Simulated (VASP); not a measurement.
Rh: single point with r2SCAN

Rh:

```
Rh
1.0
     2.75504    0.00000    0.00000
    -1.37752    2.38594    0.00000
     0.00000    0.00000    4.46751
Rh
2
Cartesian
  1.3775 0.7953 3.3506
  0.0000 1.5906 1.1169
```

```yaml
Program: VASP 6.6.1
Task: single point
Functional: r2SCAN
Potentials_or_basis: VASP PAW PBE potentials, release 64 (Rh_pv)
Cutoff: 520 eV
k_mesh: 10 × 10 × 5
Occupations: fermi-dirac, width 0.2 eV
Spin: no spin polarisation
Dipole_correction: no
Further_INCAR_settings: ALGO = Normal; EDIFF = 1e-07; NBANDS = 22
```

- Pressure: -12.5 GPa
- Band gap on the k mesh: zero (band 15 reaches 11.23 eV, above the bottom of band 16 at 9.11 eV)

Stress tensor (GPa, compression positive):
```
-12.11   0.00   0.00
  0.00 -12.11   0.00
  0.00   0.00 -13.29
```

Levels at points of the mesh, in eV from the Fermi level:
```
           k point  band 12  band 13  band 14  band 15  band 16  band 17  band 18  band 19
(0.00, 0.00, 0.00)    -2.32    -2.32    -1.74    -1.74     0.17     0.17     0.97     8.42
(0.50, 0.00, 0.00)    -2.06    -1.91     0.43     0.60     0.71     3.05     5.12    10.43
```

It used 140 s of CPU time on 1 thread of AMD EPYC 7R13 Processor (Zen 3), on a shared host.

Caveat: the PAW data sets were made with another functional, which shifts forces and pressure a little.
